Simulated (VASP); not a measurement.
Input of a VASP 6.6.1 run:

INCAR

```
PREC = Accurate ; ENCUT = 600
EDIFF = 1E-7 ; ISMEAR = -1
SIGMA = 0.05 ; LREAL = F
LASPH = T ; NELM = 120
ALGO = Normal ; ISIF = 3
LWAVE = F ; LCHARG = F
GGA = PS ; IBRION = 2
NSW = 80 ; EDIFFG = -0.01
GGA_COMPAT = F ; NELMIN = 4
```

Contents of KPOINTS:

```
regular mesh
0
Gamma
  9 9 9
```

Contents of POSCAR:

```
TaN
1.0
    0.0000000000      2.3300000000      2.3300000000
    2.3300000000      0.0000000000      2.3300000000
    2.3300000000      2.3300000000      0.0000000000
Ta N
1 1
Direct
    0.0000000000      0.0000000000      0.0000000000
    0.2500000000      0.2500000000      0.2500000000
```

Potentials or basis: VASP PAW PBE potentials, release 64 (Ta_pv, N).

Launch:

```console
$ cat potpaw_PBE.64/Ta_pv/POTCAR potpaw_PBE.64/N/POTCAR > POTCAR
$ mpirun -np 1 vasp_std > vasp.out
```

Predict the band gap on the k mesh.

zero (bands 8 and 9 overlap by 0.64 eV).

What does it give for the relaxed cell?

a = 3.336 Å, b = 3.336 Å, c = 3.336 Å, α = 60.00°, β = 60.00°, γ = 60.00°.

What does it give for the space group after relaxing (to 0.1 Å)?

F-43m (No. 216).

The path:
```
step  energy change (eV)  largest force (eV/Å)  pressure (GPa)  volume (Å³)
   1              0.0000                0.0000           10.69        25.30
   2              0.1079                0.0000          -18.35        28.51
   3             -0.0310                0.0000           -0.28        26.29
   4             -0.0310                0.0000           -0.01        26.26
```

Caveat: the PAW data sets were made with another functional, which shifts forces and pressure a little; spin-orbit coupling is left out, which moves the levels of the heavy elements.
